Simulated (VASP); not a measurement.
Input of a VASP 6.6.1 run:

INCAR

```
SYSTEM = P
  PREC = Accurate
  ENCUT = 500
  EDIFF = 1E-7
  ISMEAR = -1
  SIGMA = 0.02
  LREAL = .FALSE.
  LASPH = .TRUE.
  NELM = 120
  ALGO = Normal
  ISIF = 3
  LWAVE = .FALSE.
  LCHARG = .FALSE.
  LDIPOL = .TRUE.
  IDIPOL = 3
  DIPOL = 0.5 0.5 0.348
  GGA = PS
  IBRION = 2
  NSW = 80
  EDIFFG = -0.005
  GGA_COMPAT = .FALSE.
  NELMIN = 4
  NELMDL = -8
  LATTICE_CONSTRAINTS = .TRUE. .TRUE. .FALSE.
```

KPOINTS

```
Automatic mesh
0
G
  12 12 1
  0 0 0
```

POSCAR

```
P
1.0
    3.2789996868      0.0000000000      0.0000000000
   -1.6394998434      2.8396970278      0.0000000000
    0.0000000000      0.0000000000     26.1518814016
P
2
Direct
    0.3333333333      0.6666666667      0.3237635899
    0.6666666667      0.3333333333      0.3712510602
```

Potentials or basis: VASP PAW PBE potentials, release 64 (P).

The run is started by

```bash
$ cat potpaw_PBE.64/P/POTCAR > POTCAR
$ mpirun -np 1 vasp_std > vasp.out
```

Task: Estimate the relaxed cell.

Result: a = 3.236 Å, b = 3.236 Å, c = 26.152 Å, α = 90.00°, β = 90.00°, γ = 120.00°.

Task: What does it give for the space group after relaxing (to 0.1 Å)?

Result: P-3m1 (No. 164).

Task: Estimate the band gap on the k mesh.

Result: 1.90 eV (least direct gap 2.20 eV).

Final structure:
```
P
1.0
     3.23645    0.00000    0.00000
    -1.61822    2.80284    0.00000
     0.00000    0.00000   26.15188
P
2
Direct
  0.33333 0.66667 0.32376
  0.66667 0.33333 0.37125
```

Caveat: the relaxation moved the vacuum too, so the length across it says nothing of the material.
